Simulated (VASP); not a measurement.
The system is KCl.

```
CELL_PARAMETERS angstrom
3.91449 0.00000 0.00000
0.00000 3.91449 0.00000
0.00000 0.00000 3.91449
ATOMIC_POSITIONS crystal
K 0.00000 0.00000 0.00000
Cl 0.50000 0.50000 0.50000
```

This cell differs from its parent crystal: volume scaled by 1.06.

Base run:

* Program: VASP 6.6.1
* Functional: LDA
* Potentials or basis: VASP PAW LDA potentials, release 64 (K_sv, Cl)
* Cutoff: 520 eV
* k mesh: 7 × 7 × 7
* Occupations: fermi-dirac, width 0.05 eV
* Spin: no spin polarisation

Its results: band gap on the k mesh 4.17 eV, indirect (least direct gap 4.35 eV); pressure -3.7 GPa.

Question: The run is repeated on the same cell with these changes: functional from LDA to PBEsol; potentials or basis from VASP PAW LDA potentials, release 64 (K_sv, Cl) to VASP PAW PBE potentials, release 64 (K_sv, Cl). What comes out?

Answer: Band gap on the k mesh 4.42 eV, indirect (least direct gap 4.60 eV); pressure -2.2 GPa.

Caveats: the PAW data sets were made with another functional, which shifts forces and pressure a little (some runs).

A k mesh can miss the band edges.
